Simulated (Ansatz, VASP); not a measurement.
Ge4S in VASP and in Ansatz

```xyz
5
Lattice="4.1450 0.0000 0.0000 -2.0725 3.5897 0.0000 0.0000 0.0000 8.5619" Properties=species:S:1:pos:R:3 pbc="T T T"
Ge    0.0000    0.0000    6.3301
Ge    0.0000    0.0000    2.2318
Ge    0.0000    2.3931    3.0190
Ge    0.0000    2.3931    5.5430
S     0.0000    0.0000    0.0000
```

Alike in both runs: functional PBE; k mesh 12 × 12 × 4; occupations gaussian, width 0.1 eV; no spin polarisation.

Ansatz relaxed the structure, and its values are those at the end. VASP's run is a single point on that final structure, the one shown.

|  | VASP | Ansatz |
| --- | --- | --- |
| version | VASP 6.6.1 | Ansatz 0.2.0 |
| potentials or method | VASP PAW PBE potentials, release 64 (Ge_d, S), cutoff 520 eV | scalar-relativistic, plane waves, PAW |
| valence electrons in the cell | 62 | 62 |

|  | VASP | Ansatz | Ansatz less VASP |
| --- | --- | --- | --- |
| gap on the k mesh at the Fermi level (eV) | none | none | - |
| pressure (GPa) | -0.2 | 0.0 | +0.17 |
| rms of the force components (eV/Å) | 0.006 | 0.001 | -0.0055 |

A gap of «none» marks a metal or a gap that the smearing closes.
